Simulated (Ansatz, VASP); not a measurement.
# One calculation of HfN, two programs

```
CELL_PARAMETERS angstrom
2.31468 0.00000 0.00000
0.00000 2.31468 0.00000
0.00000 0.00000 2.31468
ATOMIC_POSITIONS crystal
Hf 0.00000 0.00000 0.00000
N 0.50000 0.50000 0.50000
```

Change from the starting cell: volume scaled by 0.55, PAW files.

Alike in both runs: task single point; functional PBE; k mesh 14 × 14 × 14; occupations fermi-dirac, width 0.05 eV; no spin polarisation.

|  | VASP | Ansatz |
| --- | --- | --- |
| version | VASP 6.6.1 | Ansatz 0.2.0 |
| potentials or method | VASP PAW PBE potentials, release 64 (Hf_pv, N) | PAW with Ansatz's default frozen-core files, scalar-relativistic |
| plane-wave cutoff (eV) | 520 | 420 |
| valence electrons in the cell | 15 | 31 |

```tsv
	VASP	Ansatz	Ansatz less VASP
pressure (GPa)	489.3	498.1	+8.79
```

Both programs put the cell under a high pressure, so it lies far from rest at this level. VASP's potentials hold 15 valence electrons a cell and Ansatz's 31, so a difference there can come from the potentials and not from the codes.

Neither program's run includes spin-orbit coupling. Noted on VASP's run: the cell as given lies far from equilibrium.
